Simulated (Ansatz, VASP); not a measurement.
# HfSnSe4 in VASP and in Ansatz

```
Hf Sn Se
1.0
     3.82071    0.00000    0.00000
    -1.91035    3.30883    0.00000
     0.00000    0.00000   14.10920
Hf Sn Se
1 1 4
Direct
  0.00000 0.00000 0.50000
  0.00000 0.00000 0.00000
  0.66667 0.33333 0.88580
  0.66667 0.33333 0.38976
  0.33333 0.66667 0.61024
  0.33333 0.66667 0.11420
```

Alike in both runs: task single point; functional PBEsol; k mesh 12 × 12 × 4; occupations gaussian, width 0.02 eV; no spin polarisation.

|  | VASP | Ansatz |
| --- | --- | --- |
| version | VASP 6.6.1 | Ansatz 0.2.0 |
| potentials or method | VASP PAW PBE potentials, release 64 (Hf_pv, Sn_d, Se), cutoff 520 eV | scalar-relativistic, plane waves, PAW |
| valence electrons in the cell | 48 | 104 |

|  | VASP | Ansatz | Ansatz less VASP |
| --- | --- | --- | --- |
| gap on the k mesh at the Fermi level (eV) | 0.40 | 0.39 | -0.007 |
| least direct gap on the mesh (eV) | 1.01 | 1.01 | +0.004 |
| pressure (GPa) | -2.5 | -2.5 | +0.07 |
| traceless stress, the component that is largest in VASP (GPa) | 0.46 | 0.44 | -0.015 |
| rms of the force components (eV/Å) | 0.134 | 0.128 | -0.0055 |

VASP's potentials were made for PBE, not for PBEsol. Atom by atom the forces differ by 0.014 eV/Å (rms over components). VASP's potentials hold 48 valence electrons a cell and Ansatz's 104, so a difference there can come from the potentials and not from the codes.

Neither program's run includes spin-orbit coupling.
